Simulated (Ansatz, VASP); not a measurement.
**Two plane-wave programs on ZrB**

Contents of INCAR:

```
SYSTEM = ZrB
ALGO     = Normal         ! electronic algorithm
EDIFF    = 1E-6           ! SCF threshold, eV
EDIFFG   = -0.01          ! ionic threshold
ENCUT    = 600            ! plane-wave cutoff, eV
GGA      = CA             ! functional
IBRION   = 2              ! ionic algorithm
ISIF     = 3              ! what is computed and relaxed
ISMEAR   = -1             ! smearing method
LASPH    = .True.         ! aspherical terms in the spheres
LCHARG   = .False.        ! write CHGCAR
LDAU     = .True.         ! DFT+U
LDAUJ    = 0 0          
LDAUL    = 2 -1           ! shell
LDAUPRINT= 1            
LDAUTYPE = 2            
LDAUU    = 5 0            ! U, eV
LMAXMIX  = 4              ! l up to which the mixer works
LREAL    = .False.        ! projectors in reciprocal space
LWAVE    = .False.        ! write WAVECAR
NELM     = 150            ! most SCF steps
NSW      = 60             ! ionic steps
PREC     = Accurate       ! precision mode
SIGMA    = 0.05           ! smearing width, eV
```

Contents of KPOINTS:

```
k-points
0
Gamma
  10 10 10
  0 0 0
```

Contents of POSCAR:

```
ZrB
1.0
    0.0000000000      2.3250000000      2.3250000000
    2.3250000000      0.0000000000      2.3250000000
    2.3250000000      2.3250000000      0.0000000000
Zr B
1 1
Direct
    0.0000000000      0.0000000000      0.0000000000
    0.5000000000      0.5000000000      0.5000000000
```

Contents of input.yaml:

```yaml
crystal:
  lattice:
    - [0.0, 2.325, 2.325]
    - [2.325, 0.0, 2.325]
    - [2.325, 2.325, 0.0]
  atoms:
    - { symbol: Zr, position: [0.0, 0.0, 0.0] }
    - { symbol: B, position: [0.5, 0.5, 0.5] }
hamiltonian:
  xc: lda
  pseudopotentials: { kind: paw }
  hubbard: { sites: [{ species: Zr, l: d, u_eff: 5.0 }] }
kpoints:
  mp_grid: { grid: [10, 10, 10] }
scf:
  occupations: { method: fermi_dirac, width: 0.05 }
output:
  forces: true
  stress: true
  eigenvalues: true
  write_density: true
  write_potential: true
  elf: true
  volumetric_format: npy
relax:
  f_tol: 0.01
  max_steps: 40
  cell: { stress_tol: 0.05 }
```

Alike in both runs: task relaxation of cell and atoms; functional LDA; k mesh 10 × 10 × 10; occupations fermi-dirac, width 0.05 eV; no spin polarisation; Hubbard terms Zr d U = 5.0 eV.

```csv
,VASP,Ansatz
version,VASP 6.6.1,Ansatz 0.2.0
potentials or method,"VASP PAW LDA potentials, release 64 (Zr_sv, B)",Ansatz PAW
plane-wave cutoff (eV),600,420
valence electrons in the cell,15,15
```

|  | VASP | Ansatz | Ansatz less VASP |
| --- | --- | --- | --- |
| gap on the k mesh at the Fermi level, each at its own relaxed structure (eV) | none | none | - |
| relaxed volume (Å³/atom) | 15.07 | 14.73 | -0.343 |
| relaxed cell length with the largest relative difference (Å) | 3.493 | 3.467 | -0.0267 |

LDA's correlation is that of Perdew and Zunger in VASP and of Perdew and Wang (1992) in Ansatz. The programs project onto different local orbitals, so the same U acts differently, and such runs can settle in different states. A gap of «none» marks a metal or a gap that the smearing closes.

Noted on VASP's run: the volume moved by over 15 % at a fixed basis, so the end points are rough. Noted on Ansatz's run: the volume moved by over 15 % at a fixed basis, so the end points are rough; the plane-wave basis is chosen anew once the cell has moved, so the energies of steps on either side of that aren't comparable.
